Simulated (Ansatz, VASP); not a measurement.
One calculation of H2Os3, two programs

```
H Os
1.0
     2.86776    0.00000    0.00000
    -1.43388    2.48355    0.00000
     0.00000    0.00000    6.97063
H Os
2 3
Direct
  0.66667 0.33333 0.20388
  0.66667 0.33333 0.79612
  0.00000 0.00000 0.31728
  0.00000 0.00000 0.68272
  0.33333 0.66667 0.00000
```

Alike in both runs: functional PBE; k mesh 6 × 6 × 4; occupations gaussian, width 0.1 eV; no spin polarisation.

Ansatz relaxed the structure, and its values are those at the end. VASP's run is a single point on that final structure, the one shown.

|  | VASP | Ansatz |
| --- | --- | --- |
| version | VASP 6.6.1 | Ansatz 0.2.0 |
| potentials or method | VASP PAW PBE potentials, release 64 (H, Os_sv_GW), cutoff 560 eV | scalar-relativistic, plane waves, PAW |
| valence electrons in the cell | 50 | 50 |

|  | VASP | Ansatz | Ansatz less VASP |
| --- | --- | --- | --- |
| gap on the k mesh at the Fermi level (eV) | none | none | - |
| pressure (GPa) | -1.2 | 0.0 | +1.21 |
| rms of the force components (eV/Å) | 0.006 | 0.001 | -0.0044 |

A gap of «none» marks a metal or a gap that the smearing closes.

The k mesh is coarse, so the values compare programs but aren't converged. Neither program's run includes spin-orbit coupling.
